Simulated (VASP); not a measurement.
Wanted: the native input for a VASP 6.6.1 run.

- Task: single point
- Functional: PBE
- Potentials or basis: VASP PAW PBE potentials, release 64 (Cd, S)
- Cutoff: 520 eV
- k mesh: 6 × 6 × 4
- Occupations: gaussian, width 0.1 eV
- Spin: no spin polarisation
- Dipole correction: no
- Further INCAR settings: ALGO = Normal; EDIFF = 1e-06; NBANDS = 26

The structure of CdS (pbe) lies in POSCAR:

```
CdS
1.0
    4.1370000000      0.0000000000      0.0000000000
   -2.0685000000      3.5827470955      0.0000000000
    0.0000000000      0.0000000000      6.7160000000
Cd S
2 2
Direct
    0.3333333333      0.6666666667      0.0000000000
    0.6666666667      0.3333333333      0.5000000000
    0.3333333333      0.6666666667      0.3770000000
    0.6666666667      0.3333333333      0.8770000000
```

These files were run (other wordings do the same):

INCAR

```
ALGO     = Normal         # electronic algorithm
EDIFF    = 1E-6           # SCF threshold, eV
ENCUT    = 520            # plane-wave cutoff, eV
GGA      = PE             # functional
ISIF     = 2              # what is computed and relaxed
ISMEAR   = 0              # smearing method
LASPH    = True           # aspherical terms in the spheres
LCHARG   = False          # write CHGCAR
LREAL    = False          # projectors in reciprocal space
LWAVE    = False          # write WAVECAR
NBANDS   = 26             # bands
NELM     = 100            # most SCF steps
PREC     = Accurate       # precision mode
SIGMA    = 0.1            # smearing width, eV
```

KPOINTS

```
k-points
0
Gamma
  6 6 4
```

Potentials or basis: VASP PAW PBE potentials, release 64 (Cd, S).

Run with:

```console
$ cat potpaw_PBE.64/Cd/POTCAR potpaw_PBE.64/S/POTCAR > POTCAR
$ mpirun -np 1 vasp_std > vasp.out
```

It gave:

```
Pressure               : 3.0 GPa
Band gap on the k mesh : 1.22 eV, direct
```

It took 25 s on 1 thread of AMD EPYC 9R45 96-Core Processor (Zen 5), with other jobs on the host, peak memory 0.2 GiB.
